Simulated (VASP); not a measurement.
A run of VASP 6.6.1 is set up as follows.

File INCAR:

```
SYSTEM = Sr
PREC = Accurate ; ENCUT = 520
EDIFF = 1E-7 ; ISMEAR = 0
SIGMA = 0.15 ; LREAL = .FALSE.
LASPH = .TRUE. ; NELM = 60
ALGO = Fast ; ISIF = 2
LWAVE = .FALSE. ; LCHARG = .TRUE.
LELF = .TRUE. ; LVHAR = .TRUE.
NBANDS = 17
```

The input KPOINTS:

```
regular mesh
0
G
  12 12 8
  0 0 0
```

POSCAR

```
Sr
1.0
    4.0068673272      0.0000000000      0.0000000000
   -2.0034336636      3.5528298300      0.0000000000
    0.0000000000      0.0000000000      6.7154259278
Sr
2
Direct
    0.1627037756      0.6666666667      0.2500000000
    0.8372962244      0.3333333333      0.7500000000
```

Potentials or basis: VASP PAW LDA potentials, release 64 (Sr_sv).

Command:

```bash
$ cat potpaw_LDA.64/Sr_sv/POTCAR > POTCAR
$ mpirun -np 1 vasp_std > vasp.out
```

(1) What does it give for the largest force?

(2) What does it give for the pressure?

(3) Predict the band gap on the k mesh.

## Answers

(1) 0.404 eV/Å.

(2) 0.3 GPa.

(3) zero (bands 10 and 11 overlap by 0.40 eV).

Caveat: the cell differs from its parent crystal (atoms displaced along a vibrational mode, the cell strained).
